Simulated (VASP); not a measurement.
**WC: single point with PBE**

Crystal: WC.

```
W C
1.0
     2.92177    0.00000    0.00000
    -1.46089    2.53033    0.00000
     0.00000    0.00000    2.84708
W C
1 1
Direct
  0.89732 0.00000 0.94731
  0.66667 0.33333 0.50000
```

This cell differs from its parent crystal: atom 1 (W) moved by (-0.300, -0.150) A along x and z.

```
Program             : VASP 6.6.1
Task                : single point
Functional          : PBE
Potentials or basis : VASP PAW PBE potentials, release 64 (W_sv, C)
Cutoff              : 520 eV
k mesh              : 24 × 24 × 22
Occupations         : gaussian, width 0.15 eV
Spin                : no spin polarisation
```

```yaml
Pressure: 19.7 GPa
Largest_force: 5.376 eV/Å
Band_gap_on_the_k_mesh: zero (bands 9 and 10 overlap by 1.32 eV)
```

Forces on the atoms (eV/Å):
```
W    4.508 -1.050  2.733
C   -4.508  1.050 -2.733
```

Stress tensor (GPa, compression positive):
```
 15.65 -14.23  16.93
-14.23  13.77  -6.59
 16.93  -6.59  29.74
```

Levels at points of the mesh, in eV from the Fermi level:
| k point | band 6 | band 7 | band 8 | band 9 | band 10 | band 11 | band 12 | band 13 |
| --- | --- | --- | --- | --- | --- | --- | --- | --- |
| (0.00, 0.00, 0.00) | -5.14 | -3.85 | -3.04 | -0.21 | 2.16 | 3.21 | 3.95 | 5.23 |
| (0.50, 0.00, 0.00) | -6.58 | -4.55 | -2.93 | -0.73 | 1.97 | 4.31 | 4.87 | 5.00 |
| (0.00, 0.50, 0.00) | -7.35 | -5.00 | -4.10 | 0.47 | 2.17 | 3.97 | 4.89 | 6.84 |
| (0.50, 0.50, 0.00) | -8.12 | -4.67 | -4.14 | -0.30 | 2.43 | 3.63 | 4.58 | 7.18 |
| (0.00, 0.00, 0.50) | -8.72 | -3.98 | -1.61 | -0.81 | 0.03 | 1.84 | 3.73 | 6.97 |
| (0.50, 0.00, 0.50) | -7.38 | -5.55 | -4.87 | 0.98 | 3.98 | 4.80 | 5.81 | 8.44 |
| (0.00, 0.50, 0.50) | -6.45 | -4.70 | -3.62 | -0.31 | 3.63 | 4.45 | 4.90 | 8.59 |
| (0.50, 0.50, 0.50) | -6.01 | -4.04 | -3.65 | -0.84 | 4.07 | 4.93 | 5.44 | 8.42 |

Wall time 48 min on 1 thread of Oxide Virtual Turin-like Processor (shared host), peak memory 1.9 GiB.

Caveat: the cell differs from its parent crystal (atom 1 (W) moved by (-0.300, -0.150) A along x and z); the cell stands under pressure; spin-orbit coupling is left out, which moves the levels of the heavy elements; forces of over 1 eV/Å act on the atoms, so gaps and moduli don't describe the material at rest.
